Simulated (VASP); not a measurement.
# InP in VASP: notebook, part 2 of 2

VASP 6.6.1. Earlier steps stand in the parts before.

## (3) Single point, PBEsol (equal xx and yy strain of +3 %)

INCAR reads:

```
SYSTEM = InP
PREC = Accurate
ENCUT = 520
EDIFF = 1E-6
ISMEAR = -1
SIGMA = 0.03
LREAL = .False.
LASPH = .True.
NELM = 60
ALGO = Normal
ISIF = 2
LWAVE = .False.
LCHARG = .True.
GGA = PS
LELF = .True.
LVHAR = .True.
NBANDS = 16
```

KPOINTS reads:

```
regular mesh
0
Gamma
  11 11 11
  0 0 0
```

POSCAR reads:

```
InP
1.0
    0.0000000000      2.9406500000      2.8550000000
    2.9406500000      0.0000000000      2.8550000000
    2.9406500000      2.9406500000      0.0000000000
In P
1 1
Direct
    0.0000000000      0.0000000000      0.0000000000
    0.5000000000      0.5000000000      0.5000000000
```

Potentials or basis: VASP PAW PBE potentials, release 64 (In_d, P).

Started as:

```
> cat potpaw_PBE.64/In_d/POTCAR potpaw_PBE.64/P/POTCAR > POTCAR
> mpirun -np 1 vasp_std > vasp.out
```

OUTCAR:

```text
SYSTEM = InP
   PREC = Accurate
   ENCUT = 520
   EDIFF = 1E-6
   ISMEAR = -1
   LREAL = .False.
   LASPH = .True.
   NELM = 60
   ISIF = 2
   GGA = PS

 ion  position               nearest neighbor table
   1  0.000  0.000  0.000-   2 2.85   2 2.85   2 2.94   2 2.94   2 2.94   2 2.94
   2  0.500  0.500  0.500-   1 2.85   1 2.85   1 2.94   1 2.94   1 2.94   1 2.94

  LATTYP: Found a body centered tetragonal cell.
 ALAT       =     4.1587071122
 C/A-ratio  =     1.3730228761

  Lattice vectors:

 A1 = (   0.0000000000,  -2.9406500000,  -2.8550000000)
[... 625 lines left out ...]
      4      -8.7456      2.00000
      5      -8.7374      2.00000
      6      -4.9359      2.00000
[... 8 lines left out ...]
     15      14.7750      0.00000
     16      15.7269      0.00000

 [... further k-points ...]
[... 5 lines left out ...]
  --------------------------------------------------------------------------------------
  -------------------------------------------------------------------------------------
  Total       -3.2771540     -3.2771540     -2.8117042      0.0000000     -0.0000000      0.0000000
  in kB     -106.3370605   -106.3370605    -91.2341510      0.0000000     -0.0000000      0.0000000
  external PRESSURE =    -101.3027574 kB  Pullay stress =       0.0000000 kB

 VOLUME and BASIS-vectors are now :
 -----------------------------------------------------------------------------
  energy-cutoff  :      520.00
  volume of cell :       49.38
      direct lattice vectors                 reciprocal lattice vectors
     0.000000000  2.940650000  2.855000000    -0.170030435  0.170030435  0.175131349
     2.940650000  0.000000000  2.855000000     0.170030435 -0.170030435  0.175131349
     2.940650000  2.940650000  0.000000000     0.170030435  0.170030435 -0.175131349

 POSITION                                       TOTAL-FORCE (eV/Angst)
 -----------------------------------------------------------------------------------
      0.00000      0.00000      0.00000         0.000000      0.000000      0.000000
      2.94065      2.94065      2.85500         0.000000      0.000000     -0.000000
 -----------------------------------------------------------------------------------
    total drift:                               -0.000000      0.000000      0.000000

  FREE ENERGIE OF THE ION-ELECTRON SYSTEM (eV)
  ---------------------------------------------------
  free  energy   TOTEN  =        -8.4617416524 eV

  energy  without entropy=       -8.4583550541  energy(sigma->0) =       -8.46004835
```

OSZICAR:

```text
N       E                     dE             d eps       ncg     rms          rms(c)
DAV:   1     0.106034425362E+03    0.10603E+03   -0.84003E+03  4072   0.125E+03
DAV:   2    -0.178545253755E+01   -0.10782E+03   -0.10319E+03  4472   0.294E+02
DAV:   3    -0.853147522918E+01   -0.67460E+01   -0.66587E+01  5272   0.704E+01
DAV:   4    -0.869988159711E+01   -0.16841E+00   -0.16832E+00  5008   0.118E+01
DAV:   5    -0.870839100047E+01   -0.85094E-02   -0.85093E-02  6104   0.235E+00    0.350E+00
DAV:   6    -0.847022979754E+01    0.23816E+00   -0.47240E-01  6128   0.102E+01    0.192E+00
DAV:   7    -0.846373030189E+01    0.64995E-02   -0.44430E-02  5344   0.164E+00    0.860E-01
DAV:   8    -0.846173140565E+01    0.19989E-02   -0.37387E-03  4984   0.603E-01    0.822E-02
DAV:   9    -0.846172692710E+01    0.44786E-05   -0.23939E-04  6160   0.167E-01    0.604E-02
DAV:  10    -0.846173957998E+01   -0.12653E-04   -0.25689E-05  4896   0.389E-02    0.137E-02
DAV:  11    -0.846174177451E+01   -0.21945E-05   -0.24893E-06  5328   0.138E-02    0.193E-03
DAV:  12    -0.846174165235E+01    0.12216E-06   -0.90811E-08  3088   0.274E-03
   1 F= -.84617417E+01 E0= -.84600484E+01  d E =-.338660E-02
```

stdout:

```text
POSCAR found type information on POSCAR InP
 POSCAR found :  2 types and       2 ions
 scaLAPACK will be used
 -----------------------------------------------------------------------------
|                                                                             |
|                                                                             |
|     You enforced a specific xc type in the INCAR file but a different       |
|     I HOPE YOU KNOW WHAT YOU ARE DOING!                                     |
|                                                                             |
 -----------------------------------------------------------------------------

 LDA part: xc-table for (Slater+PW92), standard interpolation
 POSCAR, INCAR and KPOINTS ok, starting setup
 FFT: planning ... GRIDC
 FFT: planning ... GRID_SOFT
 FFT: planning ... GRID
 WAVECAR not read
 entering main loop
```

Run time: 36 s. Hardware: 1 thread of Intel Xeon 6975P-C (Granite Rapids), shared host; peak memory 0.24 GiB.

Results:

| Item | Value |
| --- | --- |
| Free energy | -8.4617 eV |
| Pressure | -10.1 GPa |
| Band gap on the k mesh | zero (band 9 reaches 5.50 eV, above the bottom of band 10 at 3.28 eV) |

Caveat: the cell differs from its parent crystal (equal xx and yy strain of +3 %); the PAW data sets were made with another functional, which shifts forces and pressure a little; spin-orbit coupling is left out, which moves the levels of the heavy elements.

## (4) Single point, PBEsol (volume scaled by 0.96)

INCAR reads:

```
ALGO = Normal
EDIFF = 1E-7
ENCUT = 520
GGA = PS
ISIF = 2
ISMEAR = -1
LASPH = True
LCHARG = True
LELF = True
LREAL = False
LVHAR = True
LWAVE = False
NBANDS = 16
NELM = 60
PREC = Accurate
SIGMA = 0.03
```

KPOINTS reads:

```
k-points
0
Gamma
  11 11 11
```

POSCAR reads:

```
InP
1.0
    0.0000000000      2.8164141889      2.8164141889
    2.8164141889      0.0000000000      2.8164141889
    2.8164141889      2.8164141889      0.0000000000
In P
1 1
Direct
    0.0000000000      0.0000000000      0.0000000000
    0.5000000000      0.5000000000      0.5000000000
```

Started as:

```
> cat potpaw_PBE.64/In_d/POTCAR potpaw_PBE.64/P/POTCAR > POTCAR
> mpirun -np 1 vasp_std > vasp.out
```

Run time: 18 s. Hardware: 1 thread of Intel Xeon 6975P-C (Granite Rapids), shared host; peak memory 0.19 GiB.

The run converged. Its results:

```yaml
Free_energy: -8.7146 eV
Pressure: -6.4 GPa
Band_gap_on_the_k_mesh: zero (band 9 reaches 6.63 eV, above the bottom of band 10 at 4.16 eV)
```

Levels at points of the mesh, in eV from the Fermi level:
| k point | band 5 | band 6 | band 7 | band 8 | band 9 | band 10 | band 11 | band 12 | band 13 | band 14 |
| --- | --- | --- | --- | --- | --- | --- | --- | --- | --- | --- |
| (0.00, 0.00, 0.00) | -14.03 | -11.64 | -0.22 | -0.22 | -0.22 | 0.10 | 7.07 | 7.07 | 7.07 | 8.12 |

Caveat: the PAW data sets were made with another functional, which shifts forces and pressure a little; spin-orbit coupling is left out, which moves the levels of the heavy elements.

## (5) Single point, PBEsol (volume scaled by 0.99)

INCAR reads:

```
ALGO     = Normal         # electronic algorithm
EDIFF    = 1E-6           # SCF threshold, eV
ENCUT    = 520            # plane-wave cutoff, eV
GGA      = PS             # functional
ISIF     = 2              # what is computed and relaxed
ISMEAR   = -1             # smearing method
LASPH    = T              # aspherical terms in the spheres
LCHARG   = F              # write CHGCAR
LREAL    = F              # projectors in reciprocal space
LWAVE    = F              # write WAVECAR
NBANDS   = 16             # bands
NELM     = 100            # most SCF steps
PREC     = Accurate       # precision mode
SIGMA    = 0.03           # smearing width, eV
```

KPOINTS is that of step 4.

POSCAR reads:

```
InP
1.0
    0.0000000000      2.8454514337      2.8454514337
    2.8454514337      0.0000000000      2.8454514337
    2.8454514337      2.8454514337      0.0000000000
In P
1 1
Direct
    0.0000000000      0.0000000000      0.0000000000
    0.5000000000      0.5000000000      0.5000000000
```

Started as:

```
> cat potpaw_PBE.64/In_d/POTCAR potpaw_PBE.64/P/POTCAR > POTCAR
> mpirun -np 1 vasp_std > vasp.out
```

It took 17 s on 1 thread of Intel Xeon 6975P-C (Granite Rapids), shared host; peak memory 0.18 GiB.

Results (log left out):

```
Free energy            : -8.6532 eV
Pressure               : -7.8 GPa
Band gap on the k mesh : zero (band 9 reaches 6.27 eV, above the bottom of band 10 at 3.90 eV)
```

Levels at points of the mesh, in eV from the Fermi level:
| k point | band 6 | band 7 | band 8 | band 9 | band 10 | band 11 | band 12 | band 13 |
| --- | --- | --- | --- | --- | --- | --- | --- | --- |
| (0.00, 0.00, 0.00) | -11.42 | -0.19 | -0.19 | -0.19 | -0.12 | 7.06 | 7.06 | 7.06 |

Caveat: the PAW data sets were made with another functional, which shifts forces and pressure a little; spin-orbit coupling is left out, which moves the levels of the heavy elements.

## (6) Single point, PBEsol (volume scaled by 1.02)

INCAR reads:

```
SYSTEM = InP
PREC = Accurate
ENCUT = 520
EDIFF = 1E-7
ISMEAR = -1
SIGMA = 0.03
LREAL = .FALSE.
LASPH = .TRUE.
NELM = 100
ALGO = Normal
ISIF = 2
LWAVE = .FALSE.
LCHARG = .TRUE.
GGA = PS
LELF = .TRUE.
LVHAR = .TRUE.
NBANDS = 16
```

KPOINTS reads:

```
regular mesh
0
G
  11 11 11
  0 0 0
```

POSCAR reads:

```
InP
1.0
    0.0000000000      2.8739078358      2.8739078358
    2.8739078358      0.0000000000      2.8739078358
    2.8739078358      2.8739078358      0.0000000000
In P
1 1
Direct
    0.0000000000      0.0000000000      0.0000000000
    0.5000000000      0.5000000000      0.5000000000
```

Potentials or basis: VASP PAW PBE potentials, release 64 (In_d, P).

Started as:

```
> cat potpaw_PBE.64/In_d/POTCAR potpaw_PBE.64/P/POTCAR > POTCAR
> mpirun -np 1 vasp_std > vasp.out
```

OUTCAR:

```text
SYSTEM = InP
   PREC = Accurate
   ENCUT = 520
   EDIFF = 1E-7
   ISMEAR = -1
   LREAL = .FALSE.
   LASPH = .TRUE.
   NELM = 100
   ISIF = 2
   GGA = PS

 ion  position               nearest neighbor table
   1  0.000  0.000  0.000-   2 2.87   2 2.87   2 2.87   2 2.87   2 2.87   2 2.87
   2  0.500  0.500  0.500-   1 2.87   1 2.87   1 2.87   1 2.87   1 2.87   1 2.87

  LATTYP: Found a face centered cubic cell.
 ALAT       =     5.7478156716

  Lattice vectors:

 A1 = (   0.0000000000,   2.8739078358,   2.8739078358)
 A2 = (   2.8739078358,   0.0000000000,   2.8739078358)
 A3 = (   2.8739078358,   2.8739078358,   0.0000000000)

Analysis of symmetry for initial positions (statically):
=====================================================================
 Subroutine PRICEL returns:
 Original cell was already a primitive cell.

 Routine SETGRP: Setting up the symmetry group for a
 face centered cubic supercell.

 Subroutine GETGRP returns: Found 48 space group operations
 (whereof 48 operations were pure point group operations)
[... 156 lines left out ...]
  ---------------------------------------------------
  ext. energy  EPLUGINS =         0.00000000
  ---------------------------------------------------
  free energy    TOTEN  =        -8.58038663 eV

  energy without entropy =       -8.57763876  energy(sigma->0) =       -8.57901270

 E-fermi :   5.6027     XC(G=0): -10.0495

 val. band max:        5.5830304115   @ k =  -0.4545   0.0909   0.0000
 cond. band min:       5.6432694009   @ k =  -0.0909   0.0909   0.0000
 fundamental gap:      0.0602389894
 Fermi energy:         5.6026539428

 k-point     1 :       0.0000    0.0000    0.0000
  band No.  band energies     occupation
      1      -8.3842      2.00000
      2      -8.3842      2.00000
      3      -8.3692      2.00000
      4      -8.3692      2.00000
      5      -8.3692      2.00000
      6      -5.6222      2.00000
[... 433 lines left out ...]
      3      -8.3662      2.00000
      4      -8.3441      2.00000
      5      -8.3337      2.00000
      6      -4.6946      2.00000
[... 8 lines left out ...]
     15      15.1022      0.00000
     16      16.2861      0.00000

 [... further k-points ...]
[... 5 lines left out ...]
  --------------------------------------------------------------------------------------
  -------------------------------------------------------------------------------------
  Total       -2.6618528     -2.6618528     -2.6618528      0.0000000      0.0000000      0.0000000
  in kB      -89.8351103    -89.8351103    -89.8351103      0.0000000      0.0000000      0.0000000
  external PRESSURE =     -89.8351103 kB  Pullay stress =       0.0000000 kB

 VOLUME and BASIS-vectors are now :
 -----------------------------------------------------------------------------
  energy-cutoff  :      520.00
  volume of cell :       47.47
      direct lattice vectors                 reciprocal lattice vectors
     0.000000000  2.873907836  2.873907836    -0.173979135  0.173979135  0.173979135
     2.873907836  0.000000000  2.873907836     0.173979135 -0.173979135  0.173979135
     2.873907836  2.873907836  0.000000000     0.173979135  0.173979135 -0.173979135

 POSITION                                       TOTAL-FORCE (eV/Angst)
 -----------------------------------------------------------------------------------
      0.00000      0.00000      0.00000         0.000000      0.000000      0.000000
      2.87391      2.87391      2.87391         0.000000      0.000000      0.000000
 -----------------------------------------------------------------------------------
    total drift:                               -0.000000      0.000000      0.000000

  FREE ENERGIE OF THE ION-ELECTRON SYSTEM (eV)
  ---------------------------------------------------
  free  energy   TOTEN  =        -8.5803866327 eV

  energy  without entropy=       -8.5776387630  energy(sigma->0) =       -8.57901270
```

OSZICAR:

```text
N       E                     dE             d eps       ncg     rms          rms(c)
DAV:   1     0.103784746483E+03    0.10378E+03   -0.84141E+03  1808   0.127E+03
DAV:   2    -0.230576307002E+01   -0.10609E+03   -0.10165E+03  1960   0.289E+02
DAV:   3    -0.867005340939E+01   -0.63643E+01   -0.62913E+01  2408   0.682E+01
DAV:   4    -0.882621619470E+01   -0.15616E+00   -0.15610E+00  2304   0.113E+01
DAV:   5    -0.883360999787E+01   -0.73938E-02   -0.73937E-02  2608   0.209E+00    0.373E+00
DAV:   6    -0.858982510295E+01    0.24378E+00   -0.47333E-01  2696   0.107E+01    0.206E+00
DAV:   7    -0.858240191314E+01    0.74232E-02   -0.48257E-02  2400   0.180E+00    0.902E-01
DAV:   8    -0.858039684725E+01    0.20051E-02   -0.39106E-03  2184   0.652E-01    0.888E-02
DAV:   9    -0.858037439116E+01    0.22456E-04   -0.27642E-04  2872   0.207E-01    0.617E-02
DAV:  10    -0.858038380979E+01   -0.94186E-05   -0.24926E-05  2128   0.405E-02    0.203E-02
DAV:  11    -0.858038671960E+01   -0.29098E-05   -0.36287E-06  2320   0.177E-02    0.211E-03
DAV:  12    -0.858038663270E+01    0.86900E-07   -0.14030E-07  2104   0.256E-03
   1 F= -.85803866E+01 E0= -.85790127E+01  d E =-.274787E-02
```

stdout:

```text
POSCAR found type information on POSCAR InP
 POSCAR found :  2 types and       2 ions
 scaLAPACK will be used
 -----------------------------------------------------------------------------
|                                                                             |
|                                                                             |
|     You enforced a specific xc type in the INCAR file but a different       |
|     I HOPE YOU KNOW WHAT YOU ARE DOING!                                     |
|                                                                             |
 -----------------------------------------------------------------------------

 LDA part: xc-table for (Slater+PW92), standard interpolation
 POSCAR, INCAR and KPOINTS ok, starting setup
 FFT: planning ... GRIDC
 FFT: planning ... GRID_SOFT
 FFT: planning ... GRID
 WAVECAR not read
 entering main loop
```

It took 18 s on 1 thread of Intel Xeon 6975P-C (Granite Rapids), shared host; peak memory 0.18 GiB.

Results:

* Free energy: -8.5804 eV
* Pressure: -9.0 GPa
* Band gap on the k mesh: zero (band 9 reaches 5.92 eV, above the bottom of band 10 at 3.66 eV)

Caveat: the PAW data sets were made with another functional, which shifts forces and pressure a little; spin-orbit coupling is left out, which moves the levels of the heavy elements.

## (7) Summary

| cell | gap on the mesh (eV) | pressure (GPa) |
| --- | --- | --- |
| a = 4.078, b = 4.078, c = 4.118 Å, angles 59.7, 59.7, 60.7°, 2 atoms | none | -9.6 |
| a = 4.099, b = 4.099, c = 4.159 Å, angles 59.5, 59.5, 61.0°, 2 atoms | none | -10.1 |
| a = 3.983 Å, angles 60.0°, 2 atoms | none | -6.4 |
| a = 4.024 Å, angles 60.0°, 2 atoms | none | -7.8 |
| a = 4.064 Å, angles 60.0°, 2 atoms | none | -9.0 |

Alike in all rows: task single point; level PBEsol; potentials or basis VASP PAW PBE potentials, release 64 (In_d, P); no spin polarisation; k mesh 11 × 11 × 11; cutoff (eV) 520; smearing fermi-dirac 0.03 eV.

Caveats: the PAW data sets were made with another functional, which shifts forces and pressure a little; spin-orbit coupling is left out, which moves the levels of the heavy elements.

Absolute energies hang on the potentials; compare differences alone.
